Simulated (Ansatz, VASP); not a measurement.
**Two plane-wave programs on Te2Mo**

POSCAR

```
Te2Mo
1.0
    6.3050870000      0.0000000000      0.0000000000
    0.0000000000      3.4553470000      0.0000000000
   -0.9430640000      0.0000000000     13.7731980000
Te Mo
8 4
Direct
    0.5568000000      0.7500000000      0.3516000000
    0.4432000000      0.2500000000      0.6484000000
    0.5888000000      0.2500000000      0.1045000000
    0.4112000000      0.7500000000      0.8955000000
    0.0970000000      0.7500000000      0.1486000000
    0.9030000000      0.2500000000      0.8514000000
    0.0563000000      0.2500000000      0.3955000000
    0.9437000000      0.7500000000      0.6045000000
    0.3181000000      0.7500000000      0.5066000000
    0.6819000000      0.2500000000      0.4934000000
    0.1833000000      0.2500000000      0.0074000000
    0.8167000000      0.7500000000      0.9926000000
```

File INCAR.step1:

```
SYSTEM = Te2Mo
PREC = Accurate ; ENCUT = 520
ISMEAR = 1 ; SIGMA = 0.0186
LREAL = .False. ; LASPH = .True.
NELM = 60 ; NBANDS = 64
GGA = PE ; ALGO = Normal
EDIFF = 1E-4 ; LWAVE = .True.
LCHARG = .False.
```

The input INCAR.step2:

```
SYSTEM = Te2Mo
PREC = Accurate ; ENCUT = 520
EDIFF = 1E-6 ; ISMEAR = 1
SIGMA = 0.0186 ; LREAL = .False.
LASPH = .True. ; NELM = 60
ALGO = Normal ; ISIF = 2
LWAVE = .False. ; LCHARG = .True.
METAGGA = R2SCAN ; LMIXTAU = .True.
LELF = .True. ; LVHAR = .True.
NBANDS = 64 ; ISTART = 1
```

File KPOINTS:

```
Automatic mesh
0
Gamma
  4 8 2
  0 0 0
```

Input for Ansatz:

```yaml
crystal:
  lattice:
    - [6.305087, 0.0, 0.0]
    - [0.0, 3.455347, 0.0]
    - [-0.943064, 0.0, 13.773198]
  atoms:
    - { symbol: Te, position: [0.5568, 0.75, 0.3516] }
    - { symbol: Te, position: [0.4432, 0.25, 0.6484] }
    - { symbol: Te, position: [0.5888, 0.25, 0.1045] }
    - { symbol: Te, position: [0.4112, 0.75, 0.8955] }
    - { symbol: Te, position: [0.097, 0.75, 0.1486] }
    - { symbol: Te, position: [0.903, 0.25, 0.8514] }
    - { symbol: Mo, position: [0.3181, 0.75, 0.5066] }
    - { symbol: Mo, position: [0.6819, 0.25, 0.4934] }
    - { symbol: Te, position: [0.0563, 0.25, 0.3955] }
    - { symbol: Te, position: [0.9437, 0.75, 0.6045] }
    - { symbol: Mo, position: [0.1833, 0.25, 0.0074] }
    - { symbol: Mo, position: [0.8167, 0.75, 0.9926] }
  symmetry: { tolerance: 0.0003 }
kpoints:
  mp_grid: { grid: [4, 8, 2], shift: [0, 0, 0] }
  band_path:
    path:
      - [0.0, 0.0, 0.0]
      - [0.0, 0.5, 0.0]
      - [0.0, 0.5, 0.5]
      - [0.0, 0.0, 0.5]
      - [0.0, 0.0, 0.0]
      - [-0.5, 0.0, 0.5]
      - [-0.5, 0.5, 0.5]
      - [0.0, 0.5, 0.0]
      - [-0.5, 0.5, 0.0]
      - [-0.5, 0.0, 0.0]
      - [0.0, 0.0, 0.0]
    npoints: 7
magnetization:
  spin_polarized: false
scf:
  occupations: { method: cold, width: 0.0186 }
  lower_state_search: "off"
  max_iter: 200
hamiltonian:
  pseudopotentials: { kind: paw }
  xc: r2scan
basis:
  ecutwfc: 500
  fft_grid_basis: typed
output:
  forces: true
  stress: true
  eigenvalues: true
  populations: true
  elf: true
  write_potential: true
  volumetric_format: npy
  dos:
    e_range: [-12, 8]
    de: 0.05
    projected: { site_lists: { Mo: [Mo], Te: [Te] } }
  write_density: true
checkpoint:
  read: saved_state
```

Alike in both runs: task single point; functional r2SCAN; k mesh 4 × 8 × 2; no spin polarisation.

|  | VASP | Ansatz |
| --- | --- | --- |
| version | VASP 6.6.1 | Ansatz 0.2.0 |
| potentials or method | VASP PAW PBE potentials, release 64 (Te, Mo_sv), cutoff 520 eV | PAW plane waves |
| occupations | methfessel-paxton of order 1, width 0.0186 eV | cold, width 0.0186 eV |
| valence electrons in the cell | 104 | 184 |

|  | VASP | Ansatz | Ansatz less VASP |
| --- | --- | --- | --- |
| pressure (GPa) | 3.4 | 3.3 | -0.11 |
| rms of the force components (eV/Å) | 0.093 | 0.094 | +0.0018 |

VASP's potentials were made for PBE, not for r2SCAN. VASP's potentials hold 104 valence electrons a cell and Ansatz's 184, so a difference there can come from the potentials and not from the codes.

Spin-orbit coupling is off throughout.
